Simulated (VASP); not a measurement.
Runs of VASP 6.6.1 on NiO. The structure is that of space group Fm-3m (No. 225), or close to it. The cells are those of the table. 

```csv
cell,k mesh,smearing,gap on the mesh (eV),pressure (GPa),moment (μB)
"a = 2.971, b = 2.971, c = 4.200 Å, 4 atoms",10 × 10 × 6,gaussian 0.02 eV,2.43,-10.5,0.00
"a = 2.971, b = 2.971, c = 4.200 Å, 4 atoms",10 × 10 × 8,fermi-dirac 0.05 eV,2.43,-10.5,0.00
"a = 2.971, b = 2.971, c = 4.200 Å, 4 atoms",10 × 10 × 8,gaussian 0.02 eV,2.43,-10.5,0.00
"a = 2.950, b = 2.950, c = 4.172 Å, 4 atoms",6 × 6 × 4,gaussian 0.1 eV,2.40,(a),0.00
```

Alike in all rows: task single point; level PBEsol+U; potentials or basis VASP PAW PBE potentials, release 64 (Ni, O); spin collinear, antiferromagnetic start; Ni d U = 6.2 eV; cutoff (eV) 600.

Fill in the values left out.

(a) -6.9.

Caveats: the cell stands under tension; the PAW data sets were made with another functional, which shifts forces and pressure a little.

A k mesh can miss the band edges.
